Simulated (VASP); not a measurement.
## WS2: single point with PBE+D3(BJ)

WS2, a slab with vacuum:

```xyz
6
Lattice="3.1595 0.0000 0.0000 -1.5798 2.7362 0.0000 0.0000 0.0000 23.8043" Properties=species:S:1:pos:R:3 pbc="T T T"
S     0.0000    1.8242    4.5000
S     0.0000    1.8242    7.6521
S     0.0000    1.8242   12.3921
S     0.0000    1.8242   15.5443
W     1.5798    0.9121    6.0761
W     1.5798    0.9121   13.9682
```

| Quantity | Value |
| --- | --- |
| Program | VASP 6.6.1 |
| Task | single point |
| Functional | PBE |
| Dispersion | D3(BJ) |
| Potentials or basis | VASP PAW PBE potentials, release 64 (S, W_sv) |
| Cutoff | 520 eV |
| k mesh | 9 × 9 × 1 |
| Occupations | gaussian, width 0.05 eV |
| Spin | no spin polarisation |

| Item | Value |
| --- | --- |
| Largest force | 0.045 eV/Å |
| Band gap on the k mesh | 1.92 eV |
| Dispersion energy per atom | -0.328 eV |

Forces on the atoms (eV/Å):
```
S    0.000  0.000  0.000
S    0.000  0.000  0.045
S    0.000  0.000 -0.045
S    0.000  0.000  0.000
W    0.000  0.000  0.022
W    0.000  0.000 -0.022
```

Levels at points of the mesh, in eV from the valence-band top:
```tsv
k point	band 23	band 24	band 25	band 26	band 27	band 28	band 29	band 30
(0.00, 0.00, 0.00)	-1.57	-1.57	-0.21	-0.07	2.93	2.93	2.93	2.93
```

Wall time 98 s on 1 thread of Intel(R) Xeon(R) Platinum 8259CL CPU @ 2.50GHz (Skylake/Cascade Lake), with other jobs on the host, peak memory 0.34 GiB.

Caveat: spin-orbit coupling is left out, which moves the levels of the heavy elements.
